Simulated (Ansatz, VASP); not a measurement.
**One calculation of Co, two programs**

```
CELL_PARAMETERS angstrom
2.45839 0.00000 0.00000
-1.22920 2.12903 0.00000
0.00000 0.00000 3.96069
ATOMIC_POSITIONS crystal
Co 0.33333 0.66667 0.25000
Co 0.66667 0.33333 0.75000
```

Alike in both runs: task single point; functional PBE; k mesh 15 × 15 × 8; no spin polarisation.

|  | VASP | Ansatz |
| --- | --- | --- |
| version | VASP 6.6.1 | Ansatz 0.2.0 |
| potentials or method | VASP PAW PBE potentials, release 64 (Co), cutoff 520 eV | plane waves (420 eV) with PAW, scalar-relativistic |
| occupations | methfessel-paxton of order 1, width 0.2 eV | cold, width 0.2 eV |
| valence electrons in the cell | 18 | 34 |

|  | VASP | Ansatz | Ansatz less VASP |
| --- | --- | --- | --- |
| pressure (GPa) | -1.6 | -1.0 | +0.62 |
| traceless stress, the component that is largest in VASP (GPa) | 0.17 | 0.05 | -0.120 |

VASP's potentials hold 18 valence electrons a cell and Ansatz's 34, so a difference there can come from the potentials and not from the codes.
